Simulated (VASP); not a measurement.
Here is a VASP 6.6.1 calculation.

File INCAR:

```
PREC = Accurate
ENCUT = 520
EDIFF = 1E-7
ISMEAR = -1
SIGMA = 0.05
LREAL = F
LASPH = T
NELM = 80
ALGO = Normal
ISIF = 2
LWAVE = F
LCHARG = F
GGA = PS
NBANDS = 26
```

The input KPOINTS:

```
Automatic mesh
0
Gamma
  7 7 4
```

POSCAR

```
CuI
1.0
    4.0039022026      0.0000000000      0.0000000000
    0.0000000000      4.0039022026      0.0000000000
    0.0000000000      0.0000000000      6.4848047349
I Cu
2 2
Direct
    0.0000000000      0.5000000000      0.7387586873
    0.5000000000      0.0000000000      0.2612413127
    0.0000000000      0.0000000000      0.0000000000
    0.5000000000      0.5000000000      0.0000000000
```

Potentials or basis: VASP PAW PBE potentials, release 64 (I, Cu).

Launch:

```bash
$ cat potpaw_PBE.64/I/POTCAR potpaw_PBE.64/Cu/POTCAR > POTCAR
$ mpirun -np 1 vasp_std > vasp.out
```

(1) Estimate the largest force.

(2) Estimate the band gap on the k mesh.

Answers

(1) 0.019 eV/Å.

(2) 1.53 eV, direct.

Caveat: the PAW data sets were made with another functional, which shifts forces and pressure a little; spin-orbit coupling is left out, which moves the levels of the heavy elements.
